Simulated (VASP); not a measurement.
A run of VASP 6.6.1 is set up as follows.

INCAR

```
PREC     = Accurate       # precision mode
ENCUT    = 520            # plane-wave cutoff, eV
EDIFF    = 1E-6           # SCF threshold, eV
ISMEAR   = -1             # smearing method
SIGMA    = 0.02           # smearing width, eV
LREAL    = F              # projectors in reciprocal space
LASPH    = T              # aspherical terms in the spheres
NELM     = 100            # most SCF steps
ALGO     = Normal         # electronic algorithm
ISIF     = 2              # what is computed and relaxed
LWAVE    = F              # write WAVECAR
LCHARG   = T              # write CHGCAR
GGA      = PE             # functional
LELF     = T              # ELF
LVHAR    = T            
NBANDS   = 16             # bands
```

KPOINTS

```
Automatic mesh
0
Gamma
  8 8 8
```

File POSCAR:

```
AgCl
1.0
    0.0000000000      2.9480481557      3.0808299508
    2.9480481557      0.0000000000      3.0808299508
    2.9480481557      2.9480481557      0.0000000000
Ag Cl
1 1
Direct
    0.0000000000      0.0000000000      0.0000000000
    0.2500000000      0.2500000000      0.2500000000
```

Potentials or basis: VASP PAW PBE potentials, release 64 (Ag, Cl).

Command:

```sh
$ cat potpaw_PBE.64/Ag/POTCAR potpaw_PBE.64/Cl/POTCAR > POTCAR
$ mpirun -np 1 vasp_std > vasp.out
```

(1) Estimate the pressure.

(2) What does it give for the band gap on the k mesh?

## Answers

(1) 1.1 GPa.

(2) 1.23 eV, direct.

Caveat: the cell differs from its parent crystal (epitaxial xy strain -1.5%).
